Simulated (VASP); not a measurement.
A run of VASP 6.6.1 is set up as follows.

INCAR

```
SYSTEM = B
PREC     = Accurate       ! precision mode
ENCUT    = 500            ! plane-wave cutoff, eV
EDIFF    = 1E-6           ! SCF threshold, eV
ISMEAR   = -1             ! smearing method
SIGMA    = 0.1            ! smearing width, eV
LREAL    = .FALSE.        ! projectors in reciprocal space
LASPH    = .TRUE.         ! aspherical terms in the spheres
NELM     = 120            ! most SCF steps
ALGO     = Normal         ! electronic algorithm
ISIF     = 2              ! what is computed and relaxed
LWAVE    = .FALSE.        ! write WAVECAR
LCHARG   = .FALSE.        ! write CHGCAR
GGA      = RP             ! functional
NBANDS   = 8              ! bands
GGA_COMPAT= .FALSE.
```

KPOINTS

```
regular mesh
0
G
  18 18 18
  0 0 0
```

Contents of POSCAR:

```
B
1.0
    1.8148605781      0.0000000000      0.0000000000
    0.0000000000      1.8148605781      0.0000000000
    0.0000000000      0.0000000000      1.8148605781
B
1
Direct
    0.0000000000      0.0000000000      0.0000000000
```

Potentials or basis: VASP PAW PBE potentials, release 64 (B).

Command:

```console
$ cat potpaw_PBE.64/B/POTCAR > POTCAR
$ mpirun -np 1 vasp_std > vasp.out
```

Question: Estimate the pressure.

Answer: 37.5 GPa.

Caveat: the PAW data sets were made with another functional, which shifts forces and pressure a little.
